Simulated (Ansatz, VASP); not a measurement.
Given: the input of a run of VASP 6.6.1 on TiCo.

Contents of INCAR:

```
SYSTEM = TiCo
PREC = Accurate
ENCUT = 520
EDIFF = 1E-6
ISMEAR = -1
SIGMA = 0.05
LREAL = .FALSE.
LASPH = .TRUE.
NELM = 150
ALGO = Fast
ISIF = 2
LWAVE = .FALSE.
LCHARG = .FALSE.
ISPIN = 2
MAGMOM = 2 1
LORBIT = 11
LMAXMIX = 4
GGA = PS
NBANDS = 22
```

File KPOINTS:

```
Automatic mesh
0
G
  9 9 9
  0 0 0
```

File POSCAR:

```
TiCo
1.0
    3.0058871358      0.0000000000      0.0000000000
    0.0000000000      3.0058871358      0.0000000000
    0.0000000000      0.0000000000      3.0058871358
Co Ti
1 1
Direct
    0.5000000000      0.5000000000      0.5000000000
    0.0000000000      0.0000000000      0.0000000000
```

Potentials or basis: VASP PAW PBE potentials, release 64 (Co, Ti_sv).

Run with:

```console
$ cat potpaw_PBE.64/Co/POTCAR potpaw_PBE.64/Ti_sv/POTCAR > POTCAR
$ mpirun -np 1 vasp_std > vasp.out
```

Set up the same calculation for Ansatz 0.2.0. Potentials there: Ansatz PAW.

As run (the cutoff follows the program's own potentials):

input.yaml

```yaml
crystal:
  lattice:
    - [3.0058871358, 0.0, 0.0]
    - [0.0, 3.0058871358, 0.0]
    - [0.0, 0.0, 3.0058871358]
  atoms:
    - { symbol: Co, position: [0.5, 0.5, 0.5], spin: 2.0 }
    - { symbol: Ti, position: [0.0, 0.0, 0.0], spin: 1.0 }
hamiltonian:
  xc: pbesol
  pseudopotentials: { kind: paw }
magnetization:
  spin_polarized: true
kpoints:
  mp_grid: { grid: [9, 9, 9] }
scf:
  occupations: { method: fermi_dirac, width: 0.05 }
output:
  forces: true
  stress: true
  eigenvalues: true
```

Potentials or basis: Ansatz PAW.

The run is started by

```sh
$ ansatz run input.yaml --threads 2 --pin off --max-ram 5632MiB --backend cpu --events-out ev --progress --plain --runs-dir out
```

Both were run:

|  | VASP | Ansatz | Ansatz less VASP |
| --- | --- | --- | --- |
| gap on the k mesh at the Fermi level (eV) | none | none | - |
| pressure (GPa) | -11.4 | -10.9 | +0.52 |
| net moment per atom (μB) | 0.36 | 0.38 | +0.022 |
| size of the moment on the site where the two differ most (μB) | 0.80 | 0.86 | +0.059 |

VASP's potentials were made for PBE, not for PBEsol. Site moments also hang on the region over which each program counts them. A gap of «none» marks a metal or a gap that the smearing closes. VASP's potentials hold 21 valence electrons a cell and Ansatz's 29, so a difference there can come from the potentials and not from the codes.
